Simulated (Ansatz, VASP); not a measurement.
# Two plane-wave programs on Na2W

The input INCAR:

```
SYSTEM = Na2W
PREC = Accurate
ENCUT = 600
EDIFF = 1E-6
ISMEAR = 0
SIGMA = 0.1
LREAL = .FALSE.
LASPH = .TRUE.
NELM = 100
ALGO = Normal
ISIF = 3
LWAVE = .FALSE.
LCHARG = .FALSE.
GGA = PE
IBRION = 2
NSW = 90
EDIFFG = -0.04
```

Contents of KPOINTS:

```
regular mesh
0
G
  8 8 8
  0 0 0
```

Contents of POSCAR:

```
Na2W
1.0
   -1.6907489460      1.6907489460      5.5012265060
    1.6907489460     -1.6907489460      5.5012265060
    1.6907489460      1.6907489460     -5.5012265060
Na W
2 1
Direct
    0.3400000000      0.3400000000      0.0000000000
    0.6600000000      0.6600000000      0.0000000000
    0.0000000000      0.0000000000      0.0000000000
```

Input for Ansatz:

```yaml
crystal:
  lattice:
    - [-1.690748946, 1.690748946, 5.501226506]
    - [1.690748946, -1.690748946, 5.501226506]
    - [1.690748946, 1.690748946, -5.501226506]
  atoms:
    - { symbol: Na, position: [0.34, 0.34, 0.0] }
    - { symbol: Na, position: [0.66, 0.66, 0.0] }
    - { symbol: W, position: [0.0, 0.0, 0.0] }
basis:
  ecutwfc: 420
kpoints:
  mp_grid: { grid: [8, 8, 8] }
hamiltonian:
  xc: pbe
scf:
  occupations: { method: gaussian, width: 0.1 }
  lower_state_search: "off"
output:
  forces: true
  stress: true
  eigenvalues: true
relax:
  adjacent_minimum: "off"
  f_tol: 0.04
  max_steps: 70
  cell: { stress_tol: 0.4 }
```

Alike in both runs: task relaxation of cell and atoms; functional PBE; k mesh 8 × 8 × 8; occupations gaussian, width 0.1 eV; no spin polarisation.

|  | VASP | Ansatz |
| --- | --- | --- |
| version | VASP 6.6.1 | Ansatz 0.2.0 |
| potentials or method | VASP PAW PBE potentials, release 64 (Na_pv, W_sv), cutoff 600 eV | scalar-relativistic, plane waves, PAW |
| valence electrons in the cell | 28 | 32 |

VASP gave:

```
gap on the k mesh at the Fermi level, each at its own relaxed structure (eV) : none
relaxed volume (Å³/atom)                                                     : 21.26
relaxed length of the cell vector where the two differ most in proportion (Å)              : 8.860
```

Task: Which values does Ansatz return?

Result: gap on the k mesh at the Fermi level, each at its own relaxed structure (eV): none; relaxed volume (Å³/atom): 21.46; relaxed length of the cell vector where the two differ most in proportion (Å): 8.951.

A gap of «none» marks a metal or a gap that the smearing closes. VASP's potentials hold 28 valence electrons a cell and Ansatz's 32, so a difference there can come from the potentials and not from the codes.

Spin-orbit coupling is off throughout.
